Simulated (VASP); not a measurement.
# Sb3C5 (Pm-3m) in VASP: notebook

The runs below take Sb3C5 through single point, relaxation of cell and atoms, with PBE.

All numbers are computed with VASP 6.6.1; they aren't measurements. Logs are shortened: lines on timing, memory, paths and dates and some standing lists are left out, and cuts for length are marked.

### Step 1. The cell of the first run

The structure is cubic, space group Pm-3m (No. 221). Conventional cell: a = 4.678 Å, b = 4.678 Å, c = 4.678 Å, α = 90.00°, β = 90.00°, γ = 90.00°. Sb (site symmetry 4/mmm) has 6 C at 2.34 Å within 3.1 Å. Within 3.1 Å of C (site symmetry 4/mmm) lie 4 Sb at 2.34 Å and 2 C at 2.34 Å. Within 3.1 Å of C (site symmetry m-3m) lie 6 Sb at 2.34 Å. C (site symmetry m-3m) has 6 C at 2.34 Å within 3.1 Å.

The cell was generated, and may not be a known phase.

### Step 2. Single point, PBE

INCAR

```
  PREC = Accurate
  ENCUT = 520
  EDIFF = 1E-7
  ISMEAR = 0
  SIGMA = 0.1
  LREAL = False
  LASPH = True
  NELM = 80
  ALGO = Normal
  ISIF = 2
  LWAVE = False
  LCHARG = True
  GGA = PE
  LELF = True
  LVHAR = True
  NBANDS = 28
```

KPOINTS

```
regular mesh
0
Gamma
  4 4 4
```

POSCAR

```
Sb3C5
1.0
    4.6776022945      0.0000000000      0.0000000000
    0.0000000000      4.6776022945      0.0000000000
    0.0000000000      0.0000000000      4.6776022945
Sb C
3 5
Direct
    0.5000000000      0.0000000000      0.0000000000
    0.0000000000      0.5000000000      0.0000000000
    0.0000000000      0.0000000000      0.5000000000
    0.0000000000      0.5000000000      0.5000000000
    0.5000000000      0.0000000000      0.5000000000
    0.5000000000      0.5000000000      0.0000000000
    0.0000000000      0.0000000000      0.0000000000
    0.5000000000      0.5000000000      0.5000000000
```

Potentials or basis: VASP PAW PBE potentials, release 64 (Sb, C).

Run with:

```console
> cat potpaw_PBE.64/Sb/POTCAR potpaw_PBE.64/C/POTCAR > POTCAR
> mpirun -np 1 vasp_std > vasp.out
```

OUTCAR:

```text
PREC = Accurate
   ENCUT = 520
   EDIFF = 1E-7
   ISMEAR = 0
   LREAL = False
   LASPH = True
   NELM = 80
   ISIF = 2
   GGA = PE

 ion  position               nearest neighbor table
   1  0.500  0.000  0.000-   5 2.34   6 2.34   7 2.34   5 2.34   6 2.34   7 2.34   3 3.31   2 3.31
                             2 3.31   2 3.31   3 3.31   3 3.31   3 3.31   2 3.31
   2  0.000  0.500  0.000-   4 2.34   6 2.34   7 2.34   4 2.34   7 2.34   6 2.34   3 3.31   1 3.31
                             3 3.31   1 3.31   3 3.31   1 3.31   3 3.31   1 3.31
   3  0.000  0.000  0.500-   4 2.34   5 2.34   7 2.34   7 2.34   4 2.34   5 2.34   2 3.31   2 3.31
                             2 3.31   1 3.31   2 3.31   1 3.31   1 3.31   1 3.31
   4  0.000  0.500  0.500-   2 2.34   3 2.34   2 2.34   3 2.34
   5  0.500  0.000  0.500-   1 2.34   3 2.34   1 2.34   3 2.34
   6  0.500  0.500  0.000-   1 2.34   2 2.34   1 2.34   2 2.34
   7  0.000  0.000  0.000-   1 2.34   2 2.34   3 2.34   3 2.34   2 2.34   1 2.34
   8  0.500  0.500  0.500-

  LATTYP: Found a simple cubic cell.
 ALAT       =     4.6776022945

  Lattice vectors:

 A1 = (   4.6776022945,   0.0000000000,   0.0000000000)
 A2 = (   0.0000000000,   4.6776022945,   0.0000000000)
 A3 = (   0.0000000000,   0.0000000000,   4.6776022945)

Analysis of symmetry for initial positions (statically):
=====================================================================
 Subroutine PRICEL returns:
 Original cell was already a primitive cell.

 Routine SETGRP: Setting up the symmetry group for a
 simple cubic supercell.

 Subroutine GETGRP returns: Found 48 space group operations
 (whereof 48 operations were pure point group operations)
 out of a pool of 48 trial point group operations.

The static configuration has the point symmetry O_h .

Analysis of symmetry for dynamics (positions and initial velocities):
=====================================================================
 Subroutine PRICEL returns:
 Original cell was already a primitive cell.

 Routine SETGRP: Setting up the symmetry group for a
 simple cubic supercell.

 Subroutine GETGRP returns: Found 48 space group operations
 (whereof 48 operations were pure point group operations)
 out of a pool of 48 trial point group operations.

The dynamic configuration has the point symmetry O_h .

 Subroutine INISYM returns: Found 48 space group operations
 (whereof 48 operations are pure point group operations),
 and found     1 'primitive' translations

----------------------------------------------------------------------------------------

                                     Primitive cell

  volume of cell :     102.3458

  direct lattice vectors                    reciprocal lattice vectors
     4.677602294  0.000000000  0.000000000     0.213784742  0.000000000  0.000000000
     0.000000000  4.677602294  0.000000000     0.000000000  0.213784742  0.000000000
     0.000000000  0.000000000  4.677602294     0.000000000  0.000000000  0.213784742

  length of vectors
     4.677602294  4.677602294  4.677602294     0.213784742  0.213784742  0.213784742

  position of ions in fractional coordinates (direct lattice)
     0.500000000  0.000000000  0.000000000
     0.000000000  0.500000000  0.000000000
     0.000000000  0.000000000  0.500000000
     0.000000000  0.500000000  0.500000000
     0.500000000  0.000000000  0.500000000
     0.500000000  0.500000000  0.000000000
     0.000000000  0.000000000  0.000000000
     0.500000000  0.500000000  0.500000000

  ion indices of the primitive-cell ions
   primitive index   ion index
                 1           1
                 2           2
                 3           3
                 4           4
                 5           5
                 6           6
                 7           7
                 8           8

----------------------------------------------------------------------------------------

 KPOINTS: regular mesh

Automatic generation of k-mesh.
 Grid dimensions read from file:
 generate k-points for:    4    4    4

 Generating k-lattice:

  Cartesian coordinates                     Fractional coordinates (reciprocal lattice)
     0.053446186  0.000000000  0.000000000     0.250000000  0.000000000  0.000000000
     0.000000000  0.053446186  0.000000000     0.000000000  0.250000000  0.000000000
     0.000000000  0.000000000  0.053446186     0.000000000  0.000000000  0.250000000

  Length of vectors
     0.053446186  0.053446186  0.053446186

  Shift w.r.t. Gamma in fractional coordinates (k-lattice)
     0.000000000  0.000000000  0.000000000

 Subroutine IBZKPT returns following result:
 ===========================================

 Found     10 irreducible k-points:

 Following reciprocal coordinates:
            Coordinates               Weight
  0.000000  0.000000  0.000000      1.000000
  0.250000  0.000000  0.000000      6.000000
  0.500000  0.000000  0.000000      3.000000
  0.250000  0.250000  0.000000     12.000000
  0.500000  0.250000  0.000000     12.000000
  0.500000  0.500000  0.000000      3.000000
  0.250000  0.250000  0.250000      8.000000
  0.500000  0.250000  0.250000     12.000000
  0.500000  0.500000  0.250000      6.000000
  0.500000  0.500000  0.500000      1.000000
   k-points           NKPTS =     10   k-points in BZ     NKDIM =     10   number of bands    NBANDS=     28
   number of dos      NEDOS =    301   number of ions     NIONS =      8
   total plane-waves  NPLWV =  46656
   dimension x,y,z NGX =    36 NGY =   36 NGZ =   36
   dimension x,y,z NGXF=    72 NGYF=   72 NGZF=   72
   ions per type =               3   5
   NGX,Y,Z   is equivalent  to a cutoff of  12.79, 12.79, 12.79 a.u.
   NGXF,Y,Z  is equivalent  to a cutoff of  25.59, 25.59, 25.59 a.u.
 SYSTEM =  unknown system
   PREC   = accura    normal or accurate (medium, high low for compatibility)
   ISTART =      0    job   : 0-new  1-cont  2-samecut
   ICHARG =      2    charge: 1-file 2-atom 10-const
   ISPIN  =      1    spin polarized calculation?
   LNONCOLLINEAR =      F non collinear calculations
   LSORBIT =      F    spin-orbit coupling
   LASPH  =      T    aspherical Exc in radial PAW
   ENCUT  =  520.0 eV  38.22 Ry    6.18 a.u.   8.70  8.70  8.70*2*pi/ulx,y,z
   NELM   =     80;   NELMIN=  2; NELMDL= -5     # of ELM steps
   EDIFF  = 0.1E-06   stopping-criterion for ELM
   LREAL  =      F    real-space projection
   EDIFFG = 0.1E-05   stopping-criterion for IOM
   NSW    =      0    number of steps for IOM
   IBRION =     -1    ionic relax: 0-MD 1-quasi-New 2-CG
   NFREE  =      0    steps in history (QN), initial steepest desc. (CG)
   ISIF   =      2    stress and relaxation
   ISYM   =      2    0-nonsym 1-usesym 2-fastsym
   POTIM  = 0.5000    time-step for ionic-motion
   TEBEG  =    0.0;   TEEND  =   0.0 temperature during run
   PSTRESS=    0.0 pullay stress
   NELECT =      35.0000    total number of electrons
   NUPDOWN=      -1.0000    fix difference up-down
   EMIN   =  10.00;   EMAX   =-10.00  energy-range for DOS
   EFERMI =   0.00;   METHOD = LEGACY
   ISMEAR =     0;   SIGMA  =   0.10  broadening in eV -4-tet -1-fermi 0-gaus
   EFERMI_NEDOS =   21; number of points for ismear=-14 and -15
   IALGO  =     38    algorithm
   IMIX   =      4    mixing-type and parameters
     AMIX     =   0.40;   BMIX     =  1.00
     AMIX_MAG =   1.60;   BMIX_MAG =  1.00
  volume/ion in A,a.u.               =      12.79        86.33
  Fermi-wavevector in a.u.,A,eV,Ry     =   1.144830  2.163414 17.832272  1.310635
  Thomas-Fermi vector in A             =   2.281520
   LORBIT       =      0    0 simple, 1 ext, 2 COOP (PROOUT), +10 PAW based schemes
   GGA     = PE    functional components
   LHFCALC =     F    Hartree Fock is set to
   AEXX    =    0.0000 exact exchange contribution
   IVDW    =     0    specifies the selected vdW correction
   LEPSILON=     F    determine dielectric tensor
   LRPA    =     F    only Hartree local field effects (RPA)
 non-spin polarized calculation
 Gauss-broadening in eV      SIGMA  =   0.10
  energy-cutoff  :      520.00
  volume of cell :      102.35
 maximum number of plane-waves:      2800
 NGX is ok and might be reduce to    36
   NGX = 17   NGY = 17   NGZ = 17

 number of electron      34.9999997 magnetization

 Free energy of the ion-electron system (eV)
  ---------------------------------------------------
  ext. energy  EPLUGINS =         0.00000000
  ---------------------------------------------------
  free energy    TOTEN  =       -41.32884546 eV

  energy without entropy =      -41.31584625  energy(sigma->0) =      -41.32234586

 E-fermi :   9.4446     XC(G=0): -11.5396

 val. band max:        9.3609705771   @ k =   0.5000   0.5000   0.0000
 cond. band min:       9.4713970398   @ k =   0.5000   0.2500   0.2500
 fundamental gap:      0.1104264628
 Fermi energy:         9.4445688977

 k-point     1 :       0.0000    0.0000    0.0000
  band No.  band energies     occupation
      1      -6.6550      2.00000
      2      -1.4057      2.00000
      3      -1.4057      2.00000
      4      -1.4043      2.00000
      5       1.6029      2.00000
      6       1.6029      2.00000
[... 20 lines left out ...]
     27      18.3606      0.00000
     28      18.3618      0.00000

 k-point     2 :       0.2500    0.0000    0.0000
  band No.  band energies     occupation
      1      -6.2707      2.00000
      2      -3.0520      2.00000
      3      -1.1131      2.00000
      4      -1.0666      2.00000
      5       1.6089      2.00000
      6       1.9650      2.00000
[... 20 lines left out ...]
     27      15.6619      0.00000
     28      16.9588      0.00000

 k-point     3 :       0.5000    0.0000    0.0000
  band No.  band energies     occupation
      1      -5.4293      2.00000
      2      -4.6072      2.00000
      3      -0.5783      2.00000
      4      -0.4158      2.00000
      5       0.5599      2.00000
      6       0.8350      2.00000
[... 20 lines left out ...]
     27      15.3367      0.00000
     28      16.0248      0.00000

 k-point     4 :       0.2500    0.2500    0.0000
  band No.  band energies     occupation
      1      -5.8863      2.00000
      2      -2.7082      2.00000
      3      -2.6757      2.00000
      4      -0.8625      2.00000
      5       0.4941      2.00000
      6       1.9497      2.00000
[... 20 lines left out ...]
     27      15.4202      0.00000
     28      15.6325      0.00000

 k-point     5 :       0.5000    0.2500    0.0000
  band No.  band energies     occupation
      1      -5.0394      2.00000
      2      -4.2433      2.00000
      3      -1.8576      2.00000
      4      -1.3847      2.00000
      5       0.5034      2.00000
      6       0.5416      2.00000
[... 20 lines left out ...]
     27      15.3165      0.00000
     28      15.4842      0.00000

 k-point     6 :       0.5000    0.5000    0.0000
  band No.  band energies     occupation
      1      -4.1538      2.00000
      2      -3.4386      2.00000
      3      -3.4386      2.00000
      4      -2.7471      2.00000
      5       1.1811      2.00000
      6       1.3633      2.00000
[... 20 lines left out ...]
     27      14.3555      0.00000
     28      14.3557      0.00000

 k-point     7 :       0.2500    0.2500    0.2500
  band No.  band energies     occupation
      1      -5.5026      2.00000
      2      -2.3737      2.00000
      3      -2.3237      2.00000
      4      -2.3237      2.00000
      5       0.5731      2.00000
      6       0.6991      2.00000
[... 20 lines left out ...]
     27      15.4351      0.00000
     28      15.4351      0.00000

 k-point     8 :       0.5000    0.2500    0.2500
  band No.  band energies     occupation
      1      -4.6532      2.00000
      2      -3.8775      2.00000
      3      -1.7812      2.00000
      4      -1.3420      2.00000
      5      -0.9715      2.00000
      6      -0.5245      2.00000
[... 20 lines left out ...]
     27      14.9551      0.00000
     28      15.2963      0.00000

 k-point     9 :       0.5000    0.5000    0.2500
  band No.  band energies     occupation
      1      -3.7930      2.00000
      2      -3.0449      2.00000
      3      -3.0449      2.00000
      4      -2.4550      2.00000
      5      -0.3827      2.00000
      6       0.0130      2.00000
[... 20 lines left out ...]
     27      13.0734      0.00000
     28      13.0735      0.00000

 k-point    10 :       0.5000    0.5000    0.5000
  band No.  band energies     occupation
      1      -3.1121      2.00000
      2      -1.9447      2.00000
      3      -1.9447      2.00000
      4      -1.9447      2.00000
      5      -1.7936      2.00000
      6      -1.7936      2.00000
[... 20 lines left out ...]
     27      12.7167      0.00000
     28      12.7167      0.00000

------------------------ aborting loop because EDIFF is reached ----------------------------------------

  FORCE on cell =-STRESS in cart. coord.  units (eV):
  Direction    XX          YY          ZZ          XY          YZ          ZX
  --------------------------------------------------------------------------------------
  -------------------------------------------------------------------------------------
  Total       -0.2216984     -0.2216984     -0.2216984      0.0000000      0.0000000     -0.0000000
  in kB       -3.4705894     -3.4705894     -3.4705894      0.0000000      0.0000000     -0.0000000
  external PRESSURE =      -3.4705894 kB  Pullay stress =       0.0000000 kB

 VOLUME and BASIS-vectors are now :
 -----------------------------------------------------------------------------
  energy-cutoff  :      520.00
  volume of cell :      102.35
      direct lattice vectors                 reciprocal lattice vectors
     4.677602294  0.000000000  0.000000000     0.213784742  0.000000000  0.000000000
     0.000000000  4.677602294  0.000000000     0.000000000  0.213784742  0.000000000
     0.000000000  0.000000000  4.677602294     0.000000000  0.000000000  0.213784742

 POSITION                                       TOTAL-FORCE (eV/Angst)
 -----------------------------------------------------------------------------------
      2.33880      0.00000      0.00000         0.000000      0.000000      0.000000
      0.00000      2.33880      0.00000         0.000000      0.000000      0.000000
      0.00000      0.00000      2.33880         0.000000      0.000000      0.000000
      0.00000      2.33880      2.33880         0.000000      0.000000      0.000000
      2.33880      0.00000      2.33880         0.000000      0.000000      0.000000
      2.33880      2.33880      0.00000         0.000000      0.000000      0.000000
      0.00000      0.00000      0.00000         0.000000      0.000000      0.000000
      2.33880      2.33880      2.33880         0.000000      0.000000      0.000000
 -----------------------------------------------------------------------------------
    total drift:                                0.000000      0.000000      0.000000

  FREE ENERGIE OF THE ION-ELECTRON SYSTEM (eV)
  ---------------------------------------------------
  free  energy   TOTEN  =       -41.3288454599 eV

  energy  without entropy=      -41.3158462539  energy(sigma->0) =      -41.32234586
```

It took 60 s on 1 thread of AMD EPYC 7R13, shared host; peak memory 0.18 GiB.

Results:

| Item | Value |
| --- | --- |
| Free energy | -41.3288 eV |
| Pressure | -0.3 GPa |
| Band gap on the k mesh | zero (an odd number of electrons rules out a gap without spin polarisation) |

Levels at points of the mesh, in eV from the Fermi level:
```
           k point  band 14  band 15  band 16  band 17  band 18  band 19  band 20  band 21
(0.00, 0.00, 0.00)    -3.82    -3.82    -3.82    -1.14    -1.14    -1.14    -0.32     4.38
(0.50, 0.00, 0.00)    -3.03    -2.40    -2.40    -0.97    -0.62     1.46     1.95     2.10
(0.50, 0.50, 0.00)    -1.24    -1.10    -0.08     0.11     0.65     0.65     1.41     2.70
(0.50, 0.50, 0.50)    -0.58     0.49     0.49     0.59     0.59     0.59     1.07     1.87
```

Caveat: spin-orbit coupling is left out, which moves the levels of the heavy elements.

(Part 1 of 2 ends here.)

The gap in the log of VASP goes by the Fermi energy; the results here count the filled bands.